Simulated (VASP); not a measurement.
Crystal: Si3Br.

```xyz
8
Lattice="4.7592 0.0000 0.0000 0.0000 5.9199 0.0000 0.0000 0.0000 5.0081" Properties=species:S:1:pos:R:3 pbc="T T T"
Si    0.0000    1.4800    0.8364
Si    0.0000    4.4399    0.8364
Si    2.3796    4.4399    4.1718
Si    2.3796    1.4800    4.1718
Si    2.3796    0.0000    1.6527
Si    0.0000    2.9599    3.3554
Br    0.0000    0.0000    3.3554
Br    2.3796    2.9599    1.6527
```

```yaml
Program: VASP 6.6.1
Task: relaxation of cell and atoms
Functional: PBE
Potentials_or_basis: VASP PAW PBE potentials, release 64 (Si, Br)
Cutoff: 600 eV
k_mesh: 4 × 4 × 4
Occupations: gaussian, width 0.1 eV
Spin: no spin polarisation
```

At the start: pressure 3.5 GPa; volume 17.64 Å³/atom.

**Question.** Where does the relaxation end?

**Answer.** Over 26 steps the energy falls by 407.5 meV/atom and the volume is 24.36 Å³/atom (+38.1 %); space group Pmmn (No. 59, to 0.1 Å) before and after.

The path:
| step | energy change (eV) | largest force (eV/Å) | pressure (GPa) | volume (Å³) |
| --- | --- | --- | --- | --- |
| 1 | 0.0000 | 0.9807 | 3.49 | 141.10 |
| 2 | -0.2254 | 1.0386 | -0.04 | 149.09 |
| 3 | -0.3062 | 1.1548 | -3.41 | 160.09 |
| 4 | -0.4725 | 1.2552 | -3.47 | 161.08 |
| 5 | -1.0353 | 1.2381 | -3.14 | 163.97 |
| 6 | -1.6267 | 0.9474 | 0.73 | 169.52 |
| 7 | -1.6338 | 0.8102 | -0.39 | 168.37 |
| 8 | -1.6454 | 0.8466 | 0.07 | 168.88 |
| 9 | -1.8695 | 0.8262 | 0.78 | 170.79 |
| 10 | -1.9131 | 0.8224 | 1.38 | 171.85 |
| 11 | -2.2537 | 0.5613 | -0.59 | 179.23 |
| 12 | -2.4764 | 0.3956 | -2.22 | 190.31 |
| 13 | -2.8581 | 0.5255 | -0.12 | 185.71 |
| 14 | -2.9609 | 0.7655 | 1.79 | 182.18 |
| 15 | -3.1051 | 0.7297 | 1.02 | 187.53 |
| 16 | -3.1106 | 0.6532 | 1.08 | 186.79 |
| 17 | -3.2110 | 0.3223 | -0.52 | 192.80 |
| 18 | -3.2150 | 0.2879 | -0.86 | 194.30 |
| 19 | -3.2404 | 0.1250 | 0.19 | 191.29 |
| 20 | -3.2404 | 0.1263 | 0.15 | 191.40 |
| 21 | -3.2471 | 0.1083 | 0.17 | 191.75 |
| 22 | -3.2515 | 0.0754 | 0.21 | 192.38 |
| 23 | -3.2558 | 0.0527 | 0.12 | 193.22 |
| 24 | -3.2585 | 0.0712 | -0.01 | 194.66 |
| 25 | -3.2593 | 0.0468 | 0.02 | 194.76 |
| 26 | -3.2597 | 0.0169 | 0.07 | 194.89 |

Final structure:
```
CELL_PARAMETERS angstrom
4.69179 0.00000 0.00000
0.00000 6.71114 0.00000
0.00000 0.00000 6.18956
ATOMIC_POSITIONS crystal
Si 0.00000 0.19284 0.05229
Si 0.00000 0.80716 0.05229
Si 0.50000 0.69284 0.94771
Si 0.50000 0.30716 0.94771
Si 0.50000 0.00000 0.18228
Si 0.00000 0.50000 0.81772
Br 0.00000 0.00000 0.69236
Br 0.50000 0.50000 0.30764
```

Caveat: the volume moved by over 15 % at a fixed basis, so the end points are rough.
